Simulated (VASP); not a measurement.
Here is a VASP 6.6.1 calculation.

INCAR

```
PREC = Accurate ; ENCUT = 520
EDIFF = 1E-6 ; ISMEAR = 0
SIGMA = 0.15 ; LREAL = F
LASPH = T ; NELM = 100
ALGO = Fast ; ISIF = 2
LWAVE = F ; LCHARG = T
GGA = PS ; LELF = T
LVHAR = T ; NBANDS = 12
```

Contents of KPOINTS:

```
regular mesh
0
Gamma
  22 22 22
```

File POSCAR:

```
Zn
1.0
   -1.7629573165      1.5634818480      1.5634818480
    1.5634818480     -1.7629573165      1.5634818480
    1.5634818480      1.5634818480     -1.7629573165
Zn
1
Direct
    0.0000000000      0.0000000000      0.0000000000
```

Potentials or basis: VASP PAW PBE potentials, release 64 (Zn).

Run with:

```sh
$ cat potpaw_PBE.64/Zn/POTCAR > POTCAR
$ mpirun -np 1 vasp_std > vasp.out
```

Question: What does it give for the pressure?

Answer: 1.8 GPa.

Question: Predict the band gap on the k mesh.

Answer: Zero (band 6 reaches 6.40 eV, above the bottom of band 7 at 0.79 eV).

Stress tensor (GPa, compression positive):
```
1.82 6.71 6.71
6.71 1.82 6.71
6.71 6.71 1.82
```

Caveat: the PAW data sets were made with another functional, which shifts forces and pressure a little.
